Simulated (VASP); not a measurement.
# Mg2Sn (Fm-3m) in VASP: notebook, part 2 of 2

VASP 6.6.1.

## Step 4: Single point, r2SCAN (24.97 Å³/atom)

This run uses another cell than the first one, of 24.97 Å³/atom.

Contents of POSCAR:

```
Mg2Sn
1.0
    0.0000000000      3.3457921878      3.3457921878
    3.3457921878      0.0000000000      3.3457921878
    3.3457921878      3.3457921878      0.0000000000
Sn Mg
1 2
Direct
    0.0000000000      0.0000000000      0.0000000000
    0.2500000000      0.2500000000      0.2500000000
    0.7500000000      0.7500000000      0.7500000000
```

Contents of INCAR.step1:

```
SYSTEM = Mg2Sn
PREC = Accurate
ENCUT = 920
ISMEAR = -1
SIGMA = 0.02
LREAL = .FALSE.
LASPH = .TRUE.
NELM = 120
NBANDS = 24
GGA = PE
ALGO = Normal
EDIFF = 1E-5
LWAVE = .TRUE.
LCHARG = .FALSE.
GGA_COMPAT = .FALSE.
```

Contents of INCAR.step2:

```
SYSTEM = Mg2Sn
PREC = Accurate
ENCUT = 920
EDIFF = 1E-6
ISMEAR = -1
SIGMA = 0.02
LREAL = .FALSE.
LASPH = .TRUE.
NELM = 120
ALGO = Normal
ISIF = 2
LWAVE = .FALSE.
LCHARG = .TRUE.
METAGGA = R2SCAN
LMIXTAU = .TRUE.
LELF = .TRUE.
LVHAR = .TRUE.
NBANDS = 24
ISTART = 1
GGA_COMPAT = .FALSE.
```

Contents of KPOINTS:

```
regular mesh
0
G
  6 6 6
  0 0 0
```

Potentials or basis: VASP PAW PBE potentials, release 64 (Sn_d, Mg_sv).

Run with:

```bash
$ cat potpaw_PBE.64/Sn_d/POTCAR potpaw_PBE.64/Mg_sv/POTCAR > POTCAR
$ cp INCAR.step1 INCAR
$ mpirun -np 1 vasp_std > vasp.out
$ cp INCAR.step2 INCAR
$ mpirun -np 1 vasp_std > vasp.out
```

OUTCAR:

```text
SYSTEM = Mg2Sn
   PREC = Accurate
   ENCUT = 920
   EDIFF = 1E-6
   ISMEAR = -1
   LREAL = .FALSE.
   LASPH = .TRUE.
   NELM = 120
   ISIF = 2
   METAGGA = R2SCAN
   ISTART = 1

 ion  position               nearest neighbor table
   1  0.000  0.000  0.000-   3 2.90   3 2.90   3 2.90   2 2.90   2 2.90   2 2.90   3 2.90   2 2.90

   2  0.250  0.250  0.250-   1 2.90   1 2.90   1 2.90   1 2.90
   3  0.750  0.750  0.750-   1 2.90   1 2.90   1 2.90   1 2.90

  LATTYP: Found a face centered cubic cell.
 ALAT       =     6.6915843756

  Lattice vectors:

 A1 = (   0.0000000000,   3.3457921878,   3.3457921878)
 A2 = (   3.3457921878,   0.0000000000,   3.3457921878)
 A3 = (   3.3457921878,   3.3457921878,   0.0000000000)

Analysis of symmetry for initial positions (statically):
=====================================================================
 Subroutine PRICEL returns:
 Original cell was already a primitive cell.

 Routine SETGRP: Setting up the symmetry group for a
 face centered cubic supercell.

 Subroutine GETGRP returns: Found 48 space group operations
 (whereof 48 operations were pure point group operations)
 out of a pool of 48 trial point group operations.

The static configuration has the point symmetry O_h .

Analysis of symmetry for dynamics (positions and initial velocities):
=====================================================================
 Subroutine PRICEL returns:
 Original cell was already a primitive cell.

 Routine SETGRP: Setting up the symmetry group for a
 face centered cubic supercell.

 Subroutine GETGRP returns: Found 48 space group operations
 (whereof 48 operations were pure point group operations)
 out of a pool of 48 trial point group operations.

The dynamic configuration has the point symmetry O_h .

 Subroutine INISYM returns: Found 48 space group operations
 (whereof 48 operations are pure point group operations),
 and found     1 'primitive' translations

----------------------------------------------------------------------------------------

                                     Primitive cell

  volume of cell :      74.9078

  direct lattice vectors                    reciprocal lattice vectors
     0.000000000  3.345792188  3.345792188    -0.149441439  0.149441439  0.149441439
     3.345792188  0.000000000  3.345792188     0.149441439 -0.149441439  0.149441439
     3.345792188  3.345792188  0.000000000     0.149441439  0.149441439 -0.149441439

  length of vectors
     4.731664689  4.731664689  4.731664689     0.258840166  0.258840166  0.258840166

  position of ions in fractional coordinates (direct lattice)
     0.000000000  0.000000000  0.000000000
     0.250000000  0.250000000  0.250000000
     0.750000000  0.750000000  0.750000000

  ion indices of the primitive-cell ions
   primitive index   ion index
                 1           1
                 2           2
                 3           3

----------------------------------------------------------------------------------------

 KPOINTS: regular mesh

Automatic generation of k-mesh.
 Grid dimensions read from file:
 generate k-points for:    6    6    6

 Generating k-lattice:

  Cartesian coordinates                     Fractional coordinates (reciprocal lattice)
    -0.024906907  0.024906907  0.024906907     0.166666667  0.000000000  0.000000000
     0.024906907 -0.024906907  0.024906907     0.000000000  0.166666667  0.000000000
     0.024906907  0.024906907 -0.024906907     0.000000000  0.000000000  0.166666667

  Length of vectors
     0.043140028  0.043140028  0.043140028

  Shift w.r.t. Gamma in fractional coordinates (k-lattice)
     0.000000000  0.000000000  0.000000000

 Subroutine IBZKPT returns following result:
 ===========================================

 Found     16 irreducible k-points:

 Following reciprocal coordinates:
            Coordinates               Weight
  0.000000  0.000000  0.000000      1.000000
  0.166667  0.000000  0.000000      8.000000
  0.333333  0.000000  0.000000      8.000000
  0.500000  0.000000  0.000000      4.000000
  0.166667  0.166667  0.000000      6.000000
  0.333333  0.166667  0.000000     24.000000
[... 8 lines left out ...]
 -0.333333  0.333333  0.166667     24.000000
 -0.333333  0.500000  0.166667     12.000000
   k-points           NKPTS =     16   k-points in BZ     NKDIM =     16   number of bands    NBANDS=     24
   number of dos      NEDOS =    301   number of ions     NIONS =      3
   total plane-waves  NPLWV = 110592
   dimension x,y,z NGX =    48 NGY =   48 NGZ =   48
   dimension x,y,z NGXF=    96 NGYF=   96 NGZF=   96
   ions per type =               1   2
   NGX,Y,Z   is equivalent  to a cutoff of  16.86, 16.86, 16.86 a.u.
   NGXF,Y,Z  is equivalent  to a cutoff of  33.73, 33.73, 33.73 a.u.
 SYSTEM =  Mg2Sn
   PREC   = accura    normal or accurate (medium, high low for compatibility)
   ISTART =      1    job   : 0-new  1-cont  2-samecut
   ICHARG =      0    charge: 1-file 2-atom 10-const
   ISPIN  =      1    spin polarized calculation?
   LNONCOLLINEAR =      F non collinear calculations
   LSORBIT =      F    spin-orbit coupling
   LASPH  =      T    aspherical Exc in radial PAW
   ENCUT  =  920.0 eV  67.62 Ry    8.22 a.u.  11.70 11.70 11.70*2*pi/ulx,y,z
   NELM   =    120;   NELMIN=  2; NELMDL=  0     # of ELM steps
   EDIFF  = 0.1E-05   stopping-criterion for ELM
   LREAL  =      F    real-space projection
   EDIFFG = 0.1E-04   stopping-criterion for IOM
   NSW    =      0    number of steps for IOM
   IBRION =     -1    ionic relax: 0-MD 1-quasi-New 2-CG
   NFREE  =      0    steps in history (QN), initial steepest desc. (CG)
   ISIF   =      2    stress and relaxation
   ISYM   =      2    0-nonsym 1-usesym 2-fastsym
   POTIM  = 0.5000    time-step for ionic-motion
   TEBEG  =    0.0;   TEEND  =   0.0 temperature during run
   PSTRESS=    0.0 pullay stress
   NELECT =      34.0000    total number of electrons
   NUPDOWN=      -1.0000    fix difference up-down
   EMIN   =  10.00;   EMAX   =-10.00  energy-range for DOS
   EFERMI =   0.00;   METHOD = LEGACY
   ISMEAR =    -1;   SIGMA  =   0.02  broadening in eV -4-tet -1-fermi 0-gaus
   EFERMI_NEDOS =   21; number of points for ismear=-14 and -15
   IALGO  =     38    algorithm
   IMIX   =      4    mixing-type and parameters
     AMIX     =   0.40;   BMIX     =  1.00
     AMIX_MAG =   1.60;   BMIX_MAG =  1.00
  volume/ion in A,a.u.               =      24.97       168.50
  Fermi-wavevector in a.u.,A,eV,Ry     =   1.258130  2.377521 21.536540  1.582891
  Thomas-Fermi vector in A             =   2.391755
   LORBIT       =      0    0 simple, 1 ext, 2 COOP (PROOUT), +10 PAW based schemes
   METAGGA = R2SCAN    functional components
   LHFCALC =     F    Hartree Fock is set to
   AEXX    =    0.0000 exact exchange contribution
   IVDW    =     0    specifies the selected vdW correction
   LEPSILON=     F    determine dielectric tensor
   LRPA    =     F    only Hartree local field effects (RPA)
 non-spin polarized calculation
  energy-cutoff  :      920.00
  volume of cell :       74.91
 maximum number of plane-waves:      4769
   NGX = 23   NGY = 23   NGZ = 23

 number of electron      34.0000007 magnetization

 Free energy of the ion-electron system (eV)
  ---------------------------------------------------
  ext. energy  EPLUGINS =         0.00000000
  ---------------------------------------------------
  free energy    TOTEN  =       -33.86414227 eV

  energy without entropy =      -33.86412947  energy(sigma->0) =      -33.86413587

 E-fermi :   4.4127     XC(G=0):  -9.6366

 val. band max:        4.2832252603   @ k =   0.0000   0.0000   0.0000
 cond. band min:       4.5422783947   @ k =   0.5000   0.5000   0.0000
 fundamental gap:      0.2590531344
 Fermi energy:         4.4127309268

 k-point     1 :       0.0000    0.0000    0.0000
  band No.  band energies     occupation
      1     -75.2311      2.00000
      2     -75.2295      2.00000
      3     -40.3413      2.00000
      4     -40.3413      2.00000
      5     -40.3413      2.00000
      6     -40.3328      2.00000
[... 16 lines left out ...]
     23      10.0965      0.00000
     24      10.0965      0.00000
[... 382 lines left out ...]
      2     -75.2302      2.00000
      3     -40.3431      2.00000
      4     -40.3425      2.00000
      5     -40.3397      2.00000
      6     -40.3346      2.00000
[... 16 lines left out ...]
     23      13.0979      0.00000
     24      13.4305      0.00000

------------------------ aborting loop because EDIFF is reached ----------------------------------------

  FORCE on cell =-STRESS in cart. coord.  units (eV):
  Direction    XX          YY          ZZ          XY          YZ          ZX
  --------------------------------------------------------------------------------------
  -------------------------------------------------------------------------------------
  Total        0.7449290      0.7449290      0.7449290     -0.0000000      0.0000000      0.0000000
  in kB       15.9330376     15.9330376     15.9330376     -0.0000000      0.0000000      0.0000000
  external PRESSURE =      15.9330376 kB  Pullay stress =       0.0000000 kB

 VOLUME and BASIS-vectors are now :
 -----------------------------------------------------------------------------
  energy-cutoff  :      920.00
  volume of cell :       74.91
      direct lattice vectors                 reciprocal lattice vectors
     0.000000000  3.345792188  3.345792188    -0.149441439  0.149441439  0.149441439
     3.345792188  0.000000000  3.345792188     0.149441439 -0.149441439  0.149441439
     3.345792188  3.345792188  0.000000000     0.149441439  0.149441439 -0.149441439

 POSITION                                       TOTAL-FORCE (eV/Angst)
 -----------------------------------------------------------------------------------
      0.00000      0.00000      0.00000         0.000000      0.000000     -0.000000
      1.67290      1.67290      1.67290         0.000000      0.000000      0.000000
      5.01869      5.01869      5.01869        -0.000000     -0.000000     -0.000000
 -----------------------------------------------------------------------------------
    total drift:                               -0.000000     -0.000000      0.000000

  FREE ENERGIE OF THE ION-ELECTRON SYSTEM (eV)
  ---------------------------------------------------
  free  energy   TOTEN  =       -33.8641422673 eV

  energy  without entropy=      -33.8641294735  energy(sigma->0) =      -33.86413587
```

Run time: 4.3 min. Hardware: 1 thread of Intel Xeon Platinum 8175M at 2.50GHz (Skylake/Cascade Lake), shared host; peak memory 0.38 GiB.

What came out:

- Free energy: -33.8641 eV
- Pressure: 1.6 GPa

Levels at points of the mesh, in eV from the Fermi level:
| k point | band 15 | band 16 | band 17 | band 18 | band 19 | band 20 |
| --- | --- | --- | --- | --- | --- | --- |
| (0.00, 0.00, 0.00) | -0.13 | -0.13 | -0.13 | 2.08 | 2.34 | 2.34 |
| (0.50, 0.00, 0.00) | -5.19 | -1.02 | -1.02 | 1.15 | 2.39 | 2.39 |
| (0.50, 0.50, 0.00) | -4.93 | -2.38 | -2.38 | 0.13 | 0.25 | 7.89 |

Caveat: the structure was generated, so it needn't be the stable form of Mg2Sn; the PAW data sets were made with another functional, which shifts forces and pressure a little; spin-orbit coupling is left out, which moves the levels of the heavy elements.

## Step 5: The runs side by side

```tsv
cell	pressure (GPa)
a = 4.780 Å, angles 60.0°, 3 atoms	0.1
a = 4.827 Å, angles 60.0°, 3 atoms	-1.2
a = 4.732 Å, angles 60.0°, 3 atoms	1.6
```

Alike in all rows: task single point; level r2SCAN; potentials or basis VASP PAW PBE potentials, release 64 (Sn_d, Mg_sv); no spin polarisation; k mesh 6 × 6 × 6; cutoff (eV) 920; smearing fermi-dirac 0.02 eV.

Caveats: the structure was generated, so it needn't be the stable form of Mg2Sn; the PAW data sets were made with another functional, which shifts forces and pressure a little; spin-orbit coupling is left out, which moves the levels of the heavy elements.

Absolute energies hang on the potentials; compare differences alone.
